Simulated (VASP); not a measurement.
# AlFe (CsCl type) in VASP: a series of runs

AlFe (CsCl type) is run at these levels: PBE, HSE06; tasks: single point.

All numbers are computed with VASP 6.6.1; they aren't measurements. Logs are shortened: lines on timing, memory, paths and dates and some standing lists are left out, and cuts for length are marked.

### Step 1. The cell of the first run

Symmetry: P4mm, No. 99, tetragonal system. The conventional cell has a = 2.870 Å, b = 2.870 Å, c = 2.870 Å, α = 90.00°, β = 90.00°, γ = 90.00°. Fe (site symmetry 4mm) has 8 Al at 2.47 to 2.50 Å and 6 Fe at 2.87 Å within 3.3 Å. Within 3.3 Å of Al (site symmetry 4mm) lie 8 Fe at 2.47 to 2.50 Å and 6 Al at 2.87 Å.

### Step 2. Single point, PBE

INCAR reads:

```
SYSTEM = AlFe
PREC = Accurate ; ENCUT = 520
EDIFF = 1E-7 ; ISMEAR = -1
SIGMA = 0.1 ; LREAL = .False.
LASPH = .True. ; NELM = 60
ALGO = Normal ; ISIF = 2
LWAVE = .False. ; LCHARG = .False.
GGA = PE ; NBANDS = 12
```

KPOINTS reads:

```
Automatic mesh
0
Gamma
  8 8 8
  0 0 0
```

POSCAR reads:

```
AlFe
1.0
    2.8700000000      0.0000000000      0.0000000000
    0.0000000000      2.8700000000      0.0000000000
    0.0000000000      0.0000000000      2.8700000000
Fe Al
1 1
Direct
    0.0069686411      0.0000000000      0.0000000000
    0.5000000000      0.5000000000      0.5000000000
```

Potentials or basis: VASP PAW PBE potentials, release 64 (Fe, Al).

On the command line:

```bash
cat potpaw_PBE.64/Fe/POTCAR potpaw_PBE.64/Al/POTCAR > POTCAR
mpirun -np 1 vasp_std > vasp.out
```

OUTCAR:

```text
SYSTEM = AlFe
   PREC = Accurate
   ENCUT = 520
   EDIFF = 1E-7
   ISMEAR = -1
   LREAL = .False.
   LASPH = .True.
   NELM = 60
   ISIF = 2
   GGA = PE

 ion  position               nearest neighbor table
   1  0.007  0.000  0.000-   2 2.47   2 2.47   2 2.47   2 2.47   2 2.50   2 2.50   2 2.50   2 2.50

   2  0.500  0.500  0.500-   1 2.47   1 2.47   1 2.47   1 2.47   1 2.50   1 2.50   1 2.50   1 2.50

  LATTYP: Found a simple cubic cell.
 ALAT       =     2.8700000000

  Lattice vectors:

 A1 = (   2.8700000000,   0.0000000000,   0.0000000000)
 A2 = (   0.0000000000,   2.8700000000,   0.0000000000)
 A3 = (   0.0000000000,   0.0000000000,   2.8700000000)

Analysis of symmetry for initial positions (statically):
=====================================================================
 Subroutine PRICEL returns:
 Original cell was already a primitive cell.

 Routine SETGRP: Setting up the symmetry group for a
 simple cubic supercell.

 Subroutine GETGRP returns: Found  8 space group operations
 (whereof  8 operations were pure point group operations)
 out of a pool of 48 trial point group operations.

The static configuration has the point symmetry C_4v.

Analysis of symmetry for dynamics (positions and initial velocities):
=====================================================================
 Subroutine PRICEL returns:
 Original cell was already a primitive cell.

 Routine SETGRP: Setting up the symmetry group for a
 simple cubic supercell.

 Subroutine GETGRP returns: Found  8 space group operations
 (whereof  8 operations were pure point group operations)
 out of a pool of 48 trial point group operations.

The dynamic configuration has the point symmetry C_4v.

 Subroutine INISYM returns: Found  8 space group operations
 (whereof  8 operations are pure point group operations),
 and found     1 'primitive' translations

----------------------------------------------------------------------------------------

                                     Primitive cell

  volume of cell :      23.6399

  direct lattice vectors                    reciprocal lattice vectors
     2.870000000  0.000000000  0.000000000     0.348432056  0.000000000  0.000000000
     0.000000000  2.870000000  0.000000000     0.000000000  0.348432056  0.000000000
     0.000000000  0.000000000  2.870000000     0.000000000  0.000000000  0.348432056

  length of vectors
[... 90 lines left out ...]
   POTIM  = 0.5000    time-step for ionic-motion
   TEBEG  =    0.0;   TEEND  =   0.0 temperature during run
   PSTRESS=    0.0 pullay stress
   NELECT =      11.0000    total number of electrons
   NUPDOWN=      -1.0000    fix difference up-down
   EMIN   =  10.00;   EMAX   =-10.00  energy-range for DOS
   EFERMI =   0.00;   METHOD = LEGACY
   ISMEAR =    -1;   SIGMA  =   0.10  broadening in eV -4-tet -1-fermi 0-gaus
   EFERMI_NEDOS =   21; number of points for ismear=-14 and -15
   IALGO  =     38    algorithm
   IMIX   =      4    mixing-type and parameters
     AMIX     =   0.40;   BMIX     =  1.00
     AMIX_MAG =   1.60;   BMIX_MAG =  1.00
  volume/ion in A,a.u.               =      11.82        79.76
  Fermi-wavevector in a.u.,A,eV,Ry     =   1.268597  2.397302 21.896393  1.609339
  Thomas-Fermi vector in A             =   2.401684
   LORBIT       =      0    0 simple, 1 ext, 2 COOP (PROOUT), +10 PAW based schemes
   GGA     = PE    functional components
   LHFCALC =     F    Hartree Fock is set to
   AEXX    =    0.0000 exact exchange contribution
   IVDW    =     0    specifies the selected vdW correction
   LEPSILON=     F    determine dielectric tensor
   LRPA    =     F    only Hartree local field effects (RPA)
 non-spin polarized calculation
  energy-cutoff  :      520.00
  volume of cell :       23.64
 maximum number of plane-waves:       651
 NGX is ok and might be reduce to    24
   NGX = 11   NGY = 11   NGZ = 11

 number of electron      10.9999998 magnetization

 Free energy of the ion-electron system (eV)
  ---------------------------------------------------
  ext. energy  EPLUGINS =         0.00000000
  ---------------------------------------------------
  free energy    TOTEN  =       -12.64761674 eV

  energy without entropy =      -12.54407422  energy(sigma->0) =      -12.59584548

 E-fermi :   7.9540     XC(G=0): -12.1684

 val. band max:        7.9230892445   @ k =   0.0000   0.1250   0.0000
 cond. band min:       7.9742436386   @ k =   0.3750   0.3750   0.3750
 fundamental gap:      0.0511543941
 Fermi energy:         7.9540366058

 k-point     1 :       0.0000    0.0000    0.0000
  band No.  band energies     occupation
      1      -2.3683      2.00000
      2       5.7303      2.00000
      3       5.7306      2.00000
      4       8.0996      0.37825
      5       8.0999      0.37745
      6       8.0999      0.37742
      7      14.4654      0.00000
      8      14.4654      0.00000
      9      14.4655      0.00000
     10      17.4410      0.00000
     11      17.4412      0.00000
     12      23.8404      0.00000
[... 331 lines left out ...]
 k-point    24 :       0.0000    0.3750    0.2500
  band No.  band energies     occupation
      1       1.1442      2.00000
      2       4.5005      2.00000
      3       6.1800      2.00000
      4       6.8949      1.99995
      5       7.3350      1.99591
      6       7.7313      1.80542
      7       9.5183      0.00000
      8      12.9031      0.00000
      9      16.1415      0.00000
     10      18.9052      0.00000
     11      20.7380      0.00000
     12      22.8591      0.00000

 [... further k-points ...]

------------------------ aborting loop because EDIFF is reached ----------------------------------------

  FORCE on cell =-STRESS in cart. coord.  units (eV):
  Direction    XX          YY          ZZ          XY          YZ          ZX
  --------------------------------------------------------------------------------------
  -------------------------------------------------------------------------------------
  Total        0.0563661      0.0612181      0.0612181      0.0000000      0.0000000      0.0000000
  in kB        3.8201714      4.1490098      4.1490098      0.0000000      0.0000000      0.0000000
  external PRESSURE =       4.0393970 kB  Pullay stress =       0.0000000 kB

 VOLUME and BASIS-vectors are now :
 -----------------------------------------------------------------------------
  energy-cutoff  :      520.00
  volume of cell :       23.64
      direct lattice vectors                 reciprocal lattice vectors
     2.870000000  0.000000000  0.000000000     0.348432056  0.000000000  0.000000000
     0.000000000  2.870000000  0.000000000     0.000000000  0.348432056  0.000000000
     0.000000000  0.000000000  2.870000000     0.000000000  0.000000000  0.348432056

 POSITION                                       TOTAL-FORCE (eV/Angst)
 -----------------------------------------------------------------------------------
      0.02000      0.00000      0.00000        -0.162458     -0.000000      0.000000
      1.43500      1.43500      1.43500         0.162458      0.000000     -0.000000
 -----------------------------------------------------------------------------------
    total drift:                                0.000061      0.000000      0.000002

  FREE ENERGIE OF THE ION-ELECTRON SYSTEM (eV)
  ---------------------------------------------------
  free  energy   TOTEN  =       -12.6476167421 eV

  energy  without entropy=      -12.5440742171  energy(sigma->0) =      -12.59584548
```

Run time: 29 s. Hardware: 1 thread of AMD EPYC 7R43 (Zen 3), shared host; peak memory 0.12 GiB.

What came out:

* Free energy: -12.6476 eV
* Pressure: 0.4 GPa
* Largest force: 0.162 eV/Å
* Band gap on the k mesh: zero (an odd number of electrons rules out a gap without spin polarisation)

Forces on the atoms (eV/Å):
```
Fe  -0.162  0.000  0.000
Al   0.162  0.000  0.000
```

Levels at points of the mesh, in eV from the Fermi level:
```tsv
k point	band 4	band 5	band 6	band 7	band 8	band 9
(0.00, 0.00, 0.00)	0.15	0.15	0.15	6.51	6.51	6.51
(0.50, 0.00, 0.00)	-0.86	-0.86	0.27	1.27	8.79	11.24
(0.00, 0.50, 0.00)	-0.86	-0.86	0.27	1.27	8.79	11.24
(0.50, 0.50, 0.00)	-2.01	-0.61	-0.61	0.84	3.55	4.44
(0.00, 0.50, 0.50)	-2.01	-0.61	-0.61	0.84	3.54	4.44
(0.50, 0.50, 0.50)	0.88	0.88	3.12	3.12	3.12	4.39
```

Caveat: the run has no spin polarisation, though such a crystal can be magnetic.

### Step 3. Single point, HSE06

This run uses another cell than the first one, of 10.87 Å³/atom.

POSCAR reads:

```
AlFe
1.0
    2.7913299312      0.0000000000      0.0000000000
    0.0000000000      2.7913299312      0.0000000000
    0.0000000000      0.0000000000      2.7913299312
Fe Al
1 1
Direct
    0.0000000000      0.0000000000      0.0000000000
    0.5000000000      0.5000000000      0.5000000000
```

INCAR.step1 reads:

```
SYSTEM = AlFe
PREC = Accurate
ENCUT = 520
EDIFF = 1E-5
ISMEAR = -1
SIGMA = 0.1
LREAL = .False.
LASPH = .True.
NELM = 100
ALGO = Normal
ISIF = 2
LWAVE = .True.
GGA = PE
NBANDS = 12
```

INCAR.step2 reads:

```
SYSTEM = AlFe
PREC = Accurate
ENCUT = 520
EDIFF = 1E-6
ISMEAR = -1
SIGMA = 0.1
LREAL = .False.
LASPH = .True.
NELM = 100
ALGO = Normal
ISIF = 2
LWAVE = .False.
LCHARG = .True.
GGA = PE
LHFCALC = .True.
HFSCREEN = 0.2079
PRECFOCK = Normal
LELF = .True.
LVHAR = .True.
ISTART = 1
NBANDS = 12
```

KPOINTS reads:

```
Automatic mesh
0
Gamma
  4 4 4
  0 0 0
```

Potentials or basis: VASP PAW PBE potentials, release 64 (Fe, Al).

On the command line:

```bash
cat potpaw_PBE.64/Fe/POTCAR potpaw_PBE.64/Al/POTCAR > POTCAR
cp INCAR.step1 INCAR
mpirun -np 1 vasp_std > vasp.out
cp INCAR.step2 INCAR
mpirun -np 1 vasp_std > vasp.out
```

Wall time 2.6 min (1 thread of AMD EPYC 7R43 (Zen 3), shared host); peak memory 0.2 GiB.

It converged, with:

- Free energy: -15.1323 eV
- Pressure: 6.2 GPa
- Band gap on the k mesh: zero (an odd number of electrons rules out a gap without spin polarisation)

Levels at points of the mesh, in eV from the Fermi level:
| k point | band 4 | band 5 | band 6 | band 7 | band 8 | band 9 |
| --- | --- | --- | --- | --- | --- | --- |
| (0.00, 0.00, 0.00) | -0.15 | -0.15 | -0.15 | 8.23 | 8.23 | 8.23 |
| (0.50, 0.00, 0.00) | -1.42 | -1.42 | 0.08 | 2.88 | 10.19 | 13.36 |
| (0.50, 0.50, 0.00) | -2.04 | -1.09 | -1.09 | 2.28 | 5.48 | 6.07 |
| (0.50, 0.50, 0.50) | 2.26 | 2.26 | 4.15 | 4.15 | 4.15 | 6.31 |

Caveat: the k points lie up to 0.56 Å⁻¹ apart, too coarse for converged energies and pressures of a metal; the PAW data sets were made with another functional, which shifts forces and pressure a little; the run has no spin polarisation, though such a crystal can be magnetic. Spin polarisation is off, so any magnetic state and its effect on volume and gap are missing.

The gap in the log of VASP goes by the Fermi energy; the results here count the filled bands.